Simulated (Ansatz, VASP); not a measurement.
# Rh: VASP beside Ansatz

```
CELL_PARAMETERS angstrom
0.00000 2.75701 2.75701
2.75701 0.00000 2.75701
2.75701 2.75701 0.00000
ATOMIC_POSITIONS crystal
Rh 0.12500 0.12500 0.12500
Rh 0.87500 0.87500 0.87500
```

Alike in both runs: functional PBE; k mesh 10 × 10 × 10; occupations fermi-dirac, width 0.05 eV; collinear spin.

Ansatz relaxed the structure, and its values are those at the end. VASP's run is a single point on that final structure, the one shown.

|  | VASP | Ansatz |
| --- | --- | --- |
| version | VASP 6.6.1 | Ansatz 0.2.0 |
| potentials or method | VASP PAW PBE potentials, release 64 (Rh_pv), cutoff 520 eV | plane waves (420 eV) with PAW, scalar-relativistic |
| valence electrons in the cell | 30 | 34 |

VASP gave:

| Property | Result |
| --- | --- |
| pressure (GPa) | 0.2 |
| net moment per atom (μB) | 0.00 |

**Question.** What did Ansatz give for the same quantities?

**Answer.** Pressure (GPa): 0.0; net moment per atom (μB): 0.00.

With one functional, cell and mesh, what is left measures potentials, basis and numerics. VASP's potentials hold 30 valence electrons a cell and Ansatz's 34, so a difference there can come from the potentials and not from the codes. Ansatz's warnings: seeded moment not kept.
